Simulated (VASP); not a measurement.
## GaN: single point with PBEsol

GaN:

```
Ga N
1.0
     0.00000    2.24909    2.24909
     2.24909    0.00000    2.24909
     2.24909    2.24909    0.00000
Ga N
1 1
Direct
  0.00000 0.00000 0.00000
  0.75000 0.75000 0.75000
```

```json
{
 "Program": "VASP 6.6.1",
 "Task": "single point",
 "Functional": "PBEsol",
 "Potentials or basis": "VASP PAW PBE potentials, release 64 (Ga_d, N)",
 "Cutoff": "520 eV",
 "k mesh": "8 × 8 × 8",
 "Occupations": "fermi-dirac, width 0.03 eV",
 "Spin": "no spin polarisation",
 "Dipole correction": "no",
 "Further INCAR settings": "ALGO = Normal; EDIFF = 1e-07; NBANDS = 16"
}
```

```
Pressure               : -0.2 GPa
Band gap on the k mesh : 1.72 eV, direct
```

Levels at points of the mesh, in eV from the valence-band top:
| k point | band 7 | band 8 | band 9 | band 10 | band 11 | band 12 |
| --- | --- | --- | --- | --- | --- | --- |
| (0.00, 0.00, 0.00) | 0.00 | 0.00 | 0.00 | 1.72 | 10.24 | 10.24 |
| (0.50, 0.00, 0.00) | -7.15 | -0.99 | -0.99 | 4.60 | 8.66 | 10.29 |
| (0.50, 0.50, 0.00) | -6.20 | -2.75 | -2.75 | 3.23 | 6.60 | 11.62 |

It took 6.4 s on 1 thread of Intel(R) Xeon(R) Platinum 8488C (Sapphire Rapids), on a shared host, peak memory 0.14 GiB.

Caveat: the PAW data sets were made with another functional, which shifts forces and pressure a little.
